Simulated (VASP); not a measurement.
Runs of VASP 6.6.1 on Cu. The structure is that of space group Im-3m (No. 229), or close to it. The cells are those of the table. 

| task | cell | cutoff (eV) | gap on the mesh (eV) | pressure (GPa) |
| --- | --- | --- | --- | --- |
| relaxation of cell and atoms | relaxed from a = 2.485 Å, angles 70.5, 109.5, 70.5°, 1 atom | 600 | none | 0.0 |
| single point | a = 2.376 Å, angles 70.5, 109.5, 70.5°, 1 atom | 520 | none | 20.8 |
| single point | a = 2.430 Å, angles 70.5, 109.5, 70.5°, 1 atom | 520 | none | 5.7 |
| relaxation of cell and atoms | relaxed to 5 GPa from a = 2.485 Å, angles 70.5, 109.5, 70.5°, 1 atom | 600 | none | 4.9 |
| relaxation of cell and atoms | relaxed to 10 GPa from a = 2.485 Å, angles 70.5, 109.5, 70.5°, 1 atom | 600 | none | 9.8 |
| single point | a = 2.453 Å, angles 70.5, 109.5, 70.5°, 1 atom | 520 | none | (a) |
| relaxation of cell and atoms | relaxed to 20 GPa from a = 2.485 Å, angles 70.5, 109.5, 70.5°, 1 atom | 600 | none | 19.9 |
| single point | a = 2.410 Å, angles 70.5, 109.5, 70.5°, 1 atom | 520 | none | 10.7 |

Alike in all rows: level PBEsol; potentials or basis VASP PAW PBE potentials, release 64 (Cu); no spin polarisation; k mesh 23 × 23 × 23; smearing gaussian 0.1 eV.

Question: Estimate the missing entries.

Answer: (a) 0.7.

Caveats: the PAW data sets were made with another functional, which shifts forces and pressure a little; the cell is relaxed towards a set pressure, so the enthalpy falls and the energy may rise (some runs).

A gap of «none» marks levels without a gap at the run's occupations.
